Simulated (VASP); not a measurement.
Write the native input for VASP 6.6.1 that does the following.

```
Task                   : single point
Functional             : PBE
Potentials or basis    : VASP PAW PBE potentials, release 64 (Ca_sv, O)
Cutoff                 : 520 eV
k mesh                 : 9 × 9 × 6
Occupations            : gaussian, width 0.05 eV
Spin                   : no spin polarisation
Dipole correction      : no
Further INCAR settings : ALGO = Normal; EDIFF = 1e-06; NBANDS = 24
```

The structure of CaO lies in POSCAR:

```
CaO
1.0
    4.1688657367      0.0000000000      0.0000000000
   -2.0844328684      3.6103436330      0.0000000000
    0.0000000000      0.0000000000      4.4365069170
Ca O
2 2
Direct
    0.3333333333      0.6666666667      0.7500000000
    0.6666666667      0.3333333333      0.2500000000
    0.3333333333      0.6666666667      0.2500000000
    0.6666666667      0.3333333333      0.7500000000
```

One way to write it, as run:

INCAR

```
  PREC = Accurate
  ENCUT = 520
  EDIFF = 1E-6
  ISMEAR = 0
  SIGMA = 0.05
  LREAL = False
  LASPH = True
  NELM = 60
  ALGO = Normal
  ISIF = 2
  LWAVE = False
  LCHARG = False
  GGA = PE
  NBANDS = 24
```

KPOINTS

```
regular mesh
0
Gamma
  9 9 6
```

Potentials or basis: VASP PAW PBE potentials, release 64 (Ca_sv, O).

The run is started by

```bash
$ cat potpaw_PBE.64/Ca_sv/POTCAR potpaw_PBE.64/O/POTCAR > POTCAR
$ mpirun -np 1 vasp_std > vasp.out
```

It gave:

| Item | Value |
| --- | --- |
| Pressure | 4.4 GPa |
| Band gap on the k mesh | 2.60 eV |

Caveat: the cell stands under pressure; an odd mesh through Γ misses points on the zone boundary, where band edges can lie.

It took 59 s on 1 thread of Intel(R) Xeon(R) Platinum 8488C (Sapphire Rapids), on a shared host, peak memory 0.22 GiB.
